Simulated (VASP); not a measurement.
Here is a VASP 6.6.1 calculation.

File INCAR:

```
SYSTEM = Nd
PREC     = Accurate       ! precision mode
ENCUT    = 520            ! plane-wave cutoff, eV
EDIFF    = 1E-6           ! SCF threshold, eV
ISMEAR   = -1             ! smearing method
SIGMA    = 0.05           ! smearing width, eV
LREAL    = .False.        ! projectors in reciprocal space
LASPH    = .True.         ! aspherical terms in the spheres
NELM     = 150            ! most SCF steps
ALGO     = Normal         ! electronic algorithm
ISIF     = 2              ! what is computed and relaxed
LWAVE    = .False.        ! write WAVECAR
LCHARG   = .False.        ! write CHGCAR
ISPIN    = 2              ! spin polarisation
MAGMOM   = 3 3            ! initial moments
LORBIT   = 11             ! projections on sites
LMAXMIX  = 6              ! l up to which the mixer works
GGA      = PS             ! functional
NBANDS   = 25             ! bands
```

File KPOINTS:

```
regular mesh
0
Gamma
  8 8 5
  0 0 0
```

Contents of POSCAR:

```
Nd
1.0
    2.7098917586      0.0000000000      0.0000000000
   -1.3549458793      2.3468351045      0.0000000000
    0.0000000000      0.0000000000      5.1445097432
Nd
2
Direct
    0.6666666667      0.3333333333      0.7500000000
    0.3333333333      0.6666666667      0.2500000000
```

Potentials or basis: VASP PAW PBE potentials, release 64 (Nd).

The run is started by

```sh
$ cat potpaw_PBE.64/Nd/POTCAR > POTCAR
$ mpirun -np 1 vasp_std > vasp.out
```

Predict the site moments.

Nd +2.57 μB.

What does it give for the pressure?

30.7 GPa.

Stress tensor (GPa, compression positive):
```
31.02  0.00  0.00
 0.00 31.02  0.00
 0.00  0.00 29.94
```

Caveat: the magnetic or orbital state may not be the lowest; the cell stands under pressure; the PAW data sets were made with another functional, which shifts forces and pressure a little. The state reached can hang on the start; a lower one may exist.
